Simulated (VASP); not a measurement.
# C (Fmmm) in VASP: notebook

Runs on C. Level: PBEsol+D3(BJ). Tasks: single point.

Program: VASP 6.6.1. These are calculated values, not measurements. Logs are shortened: lines on timing, memory, paths and dates and some standing lists are left out, and cuts for length are marked.

### Step 1. The cell of the first run

Symmetry: Fmmm, No. 69, orthorhombic system. Conventional cell: a = 2.414 Å, b = 4.179 Å, c = 6.528 Å, α = 90.00°, β = 90.00°, γ = 90.00°. Within 1.7 Å of C (site symmetry m2m) lie 3 C at 1.30 to 1.45 Å.

### Step 2. Single point, PBEsol+D3(BJ) (atoms shifted along a free coordinate)

Contents of INCAR:

```
ALGO = Normal
EDIFF = 1E-6
ENCUT = 520
GGA = PS
ISIF = 2
ISMEAR = 0
IVDW = 12
LASPH = True
LCHARG = False
LREAL = False
LWAVE = False
NBANDS = 11
NELM = 100
PREC = Accurate
SIGMA = 0.03
```

Contents of KPOINTS:

```
k-points
0
Gamma
  16 16 16
```

Contents of POSCAR:

```
C
1.0
    0.0000000000      2.0894413751      3.2641567761
    1.2071379834      0.0000000000      3.2641567761
    1.2071379834      2.0894413751      0.0000000000
C
2
Direct
    0.1549584640      0.8450415360      0.1549584640
    0.8450415360      0.1549584640      0.8450415360
```

Potentials or basis: VASP PAW PBE potentials, release 64 (C).

On the command line:

```
$ cat potpaw_PBE.64/C/POTCAR > POTCAR
$ mpirun -np 1 vasp_std > vasp.out
```

OUTCAR:

```text
EDIFF = 1E-6
   ENCUT = 520
   GGA = PS
   ISIF = 2
   ISMEAR = 0
   IVDW = 12
   LASPH = True
   LREAL = False
   NELM = 100
   PREC = Accurate
 IVDW          = 12

 ion  position               nearest neighbor table
   1  0.155  0.845  0.155-   2 1.30   2 1.45   2 1.45
   2  0.845  0.155  0.845-   1 1.30   1 1.45   1 1.45

  LATTYP: Found a face centered orthorhombic cell.
 ALAT       =     2.4142759668
 B/A-ratio  =     1.7309051689
 C/A-ratio  =     2.7040461165

  Lattice vectors:

 A1 = (   0.0000000000,   2.0894413751,   3.2641567761)
 A2 = (   1.2071379834,   0.0000000000,   3.2641567761)
 A3 = (   1.2071379834,   2.0894413751,   0.0000000000)

Analysis of symmetry for initial positions (statically):
=====================================================================
 Subroutine PRICEL returns:
 Original cell was already a primitive cell.

 Routine SETGRP: Setting up the symmetry group for a
 face centered orthorhombic supercell.

 Subroutine GETGRP returns: Found  8 space group operations
 (whereof  8 operations were pure point group operations)
 out of a pool of  8 trial point group operations.

The static configuration has the point symmetry D_2h.

Analysis of symmetry for dynamics (positions and initial velocities):
=====================================================================
 Subroutine PRICEL returns:
 Original cell was already a primitive cell.

 Routine SETGRP: Setting up the symmetry group for a
 face centered orthorhombic supercell.

 Subroutine GETGRP returns: Found  8 space group operations
 (whereof  8 operations were pure point group operations)
 out of a pool of  8 trial point group operations.

The dynamic configuration has the point symmetry D_2h.

 Subroutine INISYM returns: Found  8 space group operations
 (whereof  8 operations are pure point group operations),
 and found     1 'primitive' translations

----------------------------------------------------------------------------------------

                                     Primitive cell

  volume of cell :      16.4660

  direct lattice vectors                    reciprocal lattice vectors
     0.000000000  2.089441375  3.264156776    -0.414202856  0.239298411  0.153178917
     1.207137983  0.000000000  3.264156776     0.414202856 -0.239298411  0.153178917
     1.207137983  2.089441375  0.000000000     0.414202856  0.239298411 -0.153178917

  length of vectors
     3.875627010  3.480215736  2.413078401     0.502286289  0.502286289  0.502286289

  position of ions in fractional coordinates (direct lattice)
     0.154958464  0.845041536  0.154958464
     0.845041536  0.154958464  0.845041536

  ion indices of the primitive-cell ions
   primitive index   ion index
                 1           1
                 2           2

----------------------------------------------------------------------------------------

 KPOINTS: k-points

Automatic generation of k-mesh.
 Grid dimensions read from file:
 generate k-points for:   16   16   16

 Generating k-lattice:

  Cartesian coordinates                     Fractional coordinates (reciprocal lattice)
    -0.025887678  0.014956151  0.009573682     0.062500000  0.000000000  0.000000000
     0.025887678 -0.014956151  0.009573682    -0.000000000  0.062500000 -0.000000000
     0.025887678  0.014956151 -0.009573682     0.000000000  0.000000000  0.062500000

  Length of vectors
     0.031392893  0.031392893  0.031392893

  Shift w.r.t. Gamma in fractional coordinates (k-lattice)
     0.000000000  0.000000000  0.000000000

 Subroutine IBZKPT returns following result:
 ===========================================

 Found    621 irreducible k-points:

 Following reciprocal coordinates:
            Coordinates               Weight
  0.000000  0.000000  0.000000      1.000000
  0.062500  0.000000  0.000000      8.000000
  0.125000  0.000000  0.000000      8.000000
  0.187500 -0.000000  0.000000      8.000000
  0.250000  0.000000  0.000000      8.000000
  0.312500  0.000000  0.000000      8.000000
[... 16 lines left out ...]
 -0.125000  0.062500 -0.000000      8.000000
 -0.062500  0.062500  0.000000      4.000000
 [... further k-points ...]
   k-points           NKPTS =    621   k-points in BZ     NKDIM =    621   number of bands    NBANDS=     11
   number of dos      NEDOS =    301   number of ions     NIONS =      2
   total plane-waves  NPLWV =  15120
   dimension x,y,z NGX =    30 NGY =   28 NGZ =   18
   dimension x,y,z NGXF=    60 NGYF=   56 NGZF=   36
   ions per type =               2
   NGX,Y,Z   is equivalent  to a cutoff of  12.87, 13.38, 12.40 a.u.
   NGXF,Y,Z  is equivalent  to a cutoff of  25.74, 26.75, 24.80 a.u.
 SYSTEM =  unknown system
   PREC   = accura    normal or accurate (medium, high low for compatibility)
   ISTART =      0    job   : 0-new  1-cont  2-samecut
   ICHARG =      2    charge: 1-file 2-atom 10-const
   ISPIN  =      1    spin polarized calculation?
   LNONCOLLINEAR =      F non collinear calculations
   LSORBIT =      F    spin-orbit coupling
   LASPH  =      T    aspherical Exc in radial PAW
   ENCUT  =  520.0 eV  38.22 Ry    6.18 a.u.   7.21  6.47  4.49*2*pi/ulx,y,z
   NELM   =    100;   NELMIN=  2; NELMDL= -5     # of ELM steps
   EDIFF  = 0.1E-05   stopping-criterion for ELM
   LREAL  =      F    real-space projection
   EDIFFG = 0.1E-04   stopping-criterion for IOM
   NSW    =      0    number of steps for IOM
   IBRION =     -1    ionic relax: 0-MD 1-quasi-New 2-CG
   NFREE  =      0    steps in history (QN), initial steepest desc. (CG)
   ISIF   =      2    stress and relaxation
   ISYM   =      2    0-nonsym 1-usesym 2-fastsym
   POTIM  = 0.5000    time-step for ionic-motion
   TEBEG  =    0.0;   TEEND  =   0.0 temperature during run
   PSTRESS=    0.0 pullay stress
   NELECT =       8.0000    total number of electrons
   NUPDOWN=      -1.0000    fix difference up-down
   EMIN   =  10.00;   EMAX   =-10.00  energy-range for DOS
   EFERMI =   0.00;   METHOD = LEGACY
   ISMEAR =     0;   SIGMA  =   0.03  broadening in eV -4-tet -1-fermi 0-gaus
   EFERMI_NEDOS =   21; number of points for ismear=-14 and -15
   IALGO  =     38    algorithm
   IMIX   =      4    mixing-type and parameters
     AMIX     =   0.40;   BMIX     =  1.00
     AMIX_MAG =   1.60;   BMIX_MAG =  1.00
  volume/ion in A,a.u.               =       8.23        55.56
  Fermi-wavevector in a.u.,A,eV,Ry     =   1.286991  2.432060 22.535948  1.656345
  Thomas-Fermi vector in A             =   2.419032
   LORBIT       =      0    0 simple, 1 ext, 2 COOP (PROOUT), +10 PAW based schemes
   GGA     = PS    functional components
   LHFCALC =     F    Hartree Fock is set to
   AEXX    =    0.0000 exact exchange contribution
   IVDW    =    12    specifies the selected vdW correction
   LEPSILON=     F    determine dielectric tensor
   LRPA    =     F    only Hartree local field effects (RPA)
 non-spin polarized calculation
 Gauss-broadening in eV      SIGMA  =   0.03
  energy-cutoff  :      520.00
  volume of cell :       16.47
 maximum number of plane-waves:       462
 NGX is ok and might be reduce to    30
   NGX = 15   NGY = 13   NGZ =  9

 number of electron       8.0000000 magnetization

 Free energy of the ion-electron system (eV)
  ---------------------------------------------------
  ext. energy  EPLUGINS =         0.00000000
  ---------------------------------------------------
  free energy    TOTEN  =       -18.89351776 eV

  energy without entropy =      -18.89348364  energy(sigma->0) =      -18.89350070

 E-fermi :   5.0629     XC(G=0): -10.8608

 val. band max:        5.0225172313   @ k =   0.0000   0.4375   0.4375
 cond. band min:       5.0688483033   @ k =  -0.0625   0.3750   0.4375
 fundamental gap:      0.0463310721
 Fermi energy:         5.0629087203

 k-point     1 :       0.0000    0.0000    0.0000
  band No.  band energies     occupation
      1     -14.9378      2.00000
      2      -1.6676      2.00000
      3       0.8339      2.00000
      4       3.9107      2.00000
      5       9.2688      0.00000
      6      12.0551      0.00000
      7      15.8689      0.00000
      8      17.5401      0.00000
      9      19.4842      0.00000
     10      28.4029      0.00000
     11      31.1474      0.00000

 k-point     2 :       0.0625    0.0000    0.0000
  band No.  band energies     occupation
      1     -14.8375      2.00000
      2      -1.5863      2.00000
      3       0.6262      2.00000
      4       3.4947      2.00000
      5       9.4309      0.00000
      6      12.2298      0.00000
      7      16.2651      0.00000
      8      17.1826      0.00000
      9      19.5886      0.00000
     10      28.7423      0.00000
     11      30.0178      0.00000

 k-point     3 :       0.1250    0.0000    0.0000
  band No.  band energies     occupation
      1     -14.5373      2.00000
      2      -1.3413      2.00000
      3       0.0339      2.00000
      4       2.4539      2.00000
      5       9.9196      0.00000
      6      12.6055      0.00000
      7      16.1750      0.00000
      8      17.3392      0.00000
      9      19.9688      0.00000
     10      27.8706      0.00000
     11      29.7176      0.00000
[... 267 lines left out ...]
 k-point    23 :      -0.1250    0.0625   -0.0000
  band No.  band energies     occupation
      1     -14.0645      2.00000
      2      -0.9204      2.00000
      3      -0.7314      2.00000
      4       1.2233      2.00000
      5      10.3360      0.00000
      6      12.9217      0.00000
      7      14.6577      0.00000
      8      18.8775      0.00000
      9      20.7311      0.00000
     10      25.8056      0.00000
     11      30.4288      0.00000

 k-point    24 :      -0.0625    0.0625    0.0000
  band No.  band energies     occupation
      1     -14.5501      2.00000
      2      -1.2354      2.00000
      3       0.0329      2.00000
      4       2.4567      2.00000
      5       9.7146      0.00000
      6      12.6072      0.00000
      7      16.1646      0.00000
      8      17.3367      0.00000
      9      19.9721      0.00000
     10      27.8483      0.00000
     11      29.7098      0.00000

 [... further k-points ...]

------------------------ aborting loop because EDIFF is reached ----------------------------------------

 Edisp (eV)   -0.22456

 E8    (eV) :    -0.1092

  FORCE on cell =-STRESS in cart. coord.  units (eV):
  Direction    XX          YY          ZZ          XY          YZ          ZX
  --------------------------------------------------------------------------------------
  -------------------------------------------------------------------------------------
  Total       1.83276     5.77377     0.02948     0.00000     0.00000     0.00000
  in kB     178.33160   561.80004     2.86839     0.00000     0.00000     0.00000
  external pressure =      247.67 kB  Pullay stress =        0.00 kB

 VOLUME and BASIS-vectors are now :
 -----------------------------------------------------------------------------
  energy-cutoff  :      520.00
  volume of cell :       16.47
      direct lattice vectors                 reciprocal lattice vectors
     0.000000000  2.089441375  3.264156776    -0.414202856  0.239298411  0.153178917
     1.207137983  0.000000000  3.264156776     0.414202856 -0.239298411  0.153178917
     1.207137983  2.089441375  0.000000000     0.414202856  0.239298411 -0.153178917

 POSITION                                       TOTAL-FORCE (eV/Angst)
 -----------------------------------------------------------------------------------
      1.20714      0.64755      3.26416         0.000000      6.978046      0.000000
      1.20714      3.53133      3.26416         0.000000     -6.978046      0.000000
 -----------------------------------------------------------------------------------
    total drift:                               -0.000000     -0.000000     -0.000000

  FREE ENERGIE OF THE ION-ELECTRON SYSTEM (eV)
  ---------------------------------------------------
  free  energy   TOTEN  =       -19.1180741445 eV

  energy  without entropy=      -19.1180400235  energy(sigma->0) =      -19.11805708
```

Run time: 71 s. Hardware: 1 thread of AMD EPYC 9R45 (Zen 5), shared host; peak memory 0.18 GiB.

What came out:

```
Free energy                : -19.1181 eV
Pressure                   : 24.8 GPa
Largest force              : 6.978 eV/Å
Band gap on the k mesh     : zero (bands 4 and 5 overlap by 0.50 eV)
Dispersion energy per atom : -0.112 eV
```

Forces on the atoms (eV/Å):
```
C    0.000  6.978  0.000
C    0.000 -6.978  0.000
```

Caveat: the cell differs from its parent crystal (atoms shifted along a free coordinate); the stress differs along the axes, from 0 to 56 GPa; the PAW data sets were made with another functional, which shifts forces and pressure a little.

### Step 3. Single point, PBEsol+D3(BJ) (atoms shifted along a free coordinate)

Contents of INCAR:

```
SYSTEM = C
ALGO = Normal
EDIFF = 1E-7
ENCUT = 520
GGA = PS
ISIF = 2
ISMEAR = 0
IVDW = 12
LASPH = .TRUE.
LCHARG = .FALSE.
LREAL = .FALSE.
LWAVE = .FALSE.
NBANDS = 11
NELM = 100
PREC = Accurate
SIGMA = 0.03
```

Contents of KPOINTS:

```
k-points
0
G
  16 16 16
  0 0 0
```

Contents of POSCAR:

```
C
1.0
    0.0000000000      2.0894413751      3.2641567761
    1.2071379834      0.0000000000      3.2641567761
    1.2071379834      2.0894413751      0.0000000000
C
2
Direct
    0.1784547694      0.8215452306      0.1784547694
    0.8215452306      0.1784547694      0.8215452306
```

Potentials or basis: VASP PAW PBE potentials, release 64 (C).

On the command line:

```
$ cat potpaw_PBE.64/C/POTCAR > POTCAR
$ mpirun -np 1 vasp_std > vasp.out
```

It took 77 s on 1 thread of AMD EPYC 9R45 (Zen 5), shared host; peak memory 0.18 GiB.

It converged, with:

```
Free energy                : -19.1684 eV
Pressure                   : 23.6 GPa
Largest force              : 5.401 eV/Å
Dispersion energy per atom : -0.112 eV
```

Forces on the atoms (eV/Å):
```
C    0.000 -5.401  0.000
C    0.000  5.401  0.000
```

Stress tensor (GPa, compression positive):
```
51.36  0.00  0.00
 0.00 18.91  0.00
 0.00  0.00  0.50
```

Caveat: the cell differs from its parent crystal (atoms shifted along a free coordinate); the stress differs along the axes, from 0 to 51 GPa; the PAW data sets were made with another functional, which shifts forces and pressure a little.

### Step 4. Single point, PBEsol+D3(BJ) (atoms shifted along a free coordinate)

Contents of INCAR:

```
SYSTEM = C
  ALGO = Normal
  EDIFF = 1E-6
  ENCUT = 520
  GGA = PS
  ISIF = 2
  ISMEAR = 0
  IVDW = 12
  LASPH = .True.
  LCHARG = .True.
  LELF = .True.
  LREAL = .False.
  LVHAR = .True.
  LWAVE = .False.
  NBANDS = 11
  NELM = 60
  PREC = Accurate
  SIGMA = 0.03
```

Contents of KPOINTS:

```
k-points
0
Gamma
  16 16 16
  0 0 0
```

Contents of POSCAR:

```
C
1.0
    0.0000000000      2.0894413751      3.2641567761
    1.2071379834      0.0000000000      3.2641567761
    1.2071379834      2.0894413751      0.0000000000
C
2
Direct
    0.2019510748      0.7980489252      0.2019510748
    0.7980489252      0.2019510748      0.7980489252
```

Potentials or basis: VASP PAW PBE potentials, release 64 (C).

On the command line:

```
$ cat potpaw_PBE.64/C/POTCAR > POTCAR
$ mpirun -np 1 vasp_std > vasp.out
```

OUTCAR:

```text
SYSTEM = C
   EDIFF = 1E-6
   ENCUT = 520
   GGA = PS
   ISIF = 2
   ISMEAR = 0
   IVDW = 12
   LASPH = .True.
   LREAL = .False.
   NELM = 60
   PREC = Accurate
 IVDW          = 12

 ion  position               nearest neighbor table
   1  0.202  0.798  0.202-   2 1.27   2 1.27   2 1.69
   2  0.798  0.202  0.798-   1 1.27   1 1.27   1 1.69

  LATTYP: Found a face centered orthorhombic cell.
 ALAT       =     2.4142759668
 B/A-ratio  =     1.7309051689
 C/A-ratio  =     2.7040461165

  Lattice vectors:

 A1 = (   0.0000000000,   2.0894413751,   3.2641567761)
 A2 = (   1.2071379834,   0.0000000000,   3.2641567761)
[... 523 lines left out ...]

 Edisp (eV)   -0.22808

 E8    (eV) :    -0.1109

  FORCE on cell =-STRESS in cart. coord.  units (eV):
  Direction    XX          YY          ZZ          XY          YZ          ZX
  --------------------------------------------------------------------------------------
  -------------------------------------------------------------------------------------
  Total      12.00296     3.05625     0.00959    -0.00000     0.00000     0.00000
  in kB    1167.91392   297.37962     0.93320    -0.00000     0.00000     0.00000
  external pressure =      488.74 kB  Pullay stress =        0.00 kB

 VOLUME and BASIS-vectors are now :
 -----------------------------------------------------------------------------
  energy-cutoff  :      520.00
  volume of cell :       16.47
      direct lattice vectors                 reciprocal lattice vectors
     0.000000000  2.089441375  3.264156776    -0.414202856  0.239298411  0.153178917
     1.207137983  0.000000000  3.264156776     0.414202856 -0.239298411  0.153178917
     1.207137983  2.089441375  0.000000000     0.414202856  0.239298411 -0.153178917

 POSITION                                       TOTAL-FORCE (eV/Angst)
 -----------------------------------------------------------------------------------
      1.20714      0.84393      3.26416         0.000000     -9.281522      0.000000
      1.20714      3.33495      3.26416         0.000000      9.281522      0.000000
 -----------------------------------------------------------------------------------
    total drift:                                0.000000      0.000000      0.000000

  FREE ENERGIE OF THE ION-ELECTRON SYSTEM (eV)
  ---------------------------------------------------
  free  energy   TOTEN  =       -17.5535892843 eV

  energy  without entropy=      -17.5533893336  energy(sigma->0) =      -17.55348931
```

It took 70 s on 1 thread of AMD EPYC 9R45 (Zen 5), shared host; peak memory 0.18 GiB.

What came out:

| Quantity | Value |
| --- | --- |
| Free energy | -17.5536 eV |
| Pressure | 48.9 GPa |
| Largest force | 9.282 eV/Å |
| Band gap on the k mesh | zero (bands 4 and 5 overlap by 2.58 eV) |
| Dispersion energy per atom | -0.114 eV |

Forces in eV/Å, atoms in the order of the input:
```
C    0.000 -9.282  0.000
C    0.000  9.282  0.000
```

Stress tensor (GPa, compression positive):
```
116.79   0.00   0.00
  0.00  29.74   0.00
  0.00   0.00   0.09
```

Levels at points of the mesh, in eV from the Fermi level:
```tsv
k point	band 1	band 2	band 3	band 4	band 5	band 6	band 7	band 8
(0.00, 0.00, 0.00)	-20.54	-7.46	-7.38	1.95	2.94	3.95	12.29	14.08
(0.50, 0.00, 0.00)	-14.96	-14.87	-4.96	-2.04	-0.13	5.07	12.82	13.13
(0.50, 0.50, 0.00)	-20.18	-9.56	-7.48	2.08	3.01	10.24	12.65	13.64
(0.50, 0.00, 0.50)	-15.53	-12.41	-9.34	-3.81	6.18	7.50	10.94	11.91
(0.00, 0.50, 0.50)	-15.25	-12.17	-9.39	-5.22	3.50	7.01	12.92	17.16
```

Caveat: the cell differs from its parent crystal (atoms shifted along a free coordinate); the stress differs along the axes, from 0 to 117 GPa; the PAW data sets were made with another functional, which shifts forces and pressure a little.

(Continued in part 2 of 2.)

The gap in the log of VASP goes by the Fermi energy; the results here count the filled bands.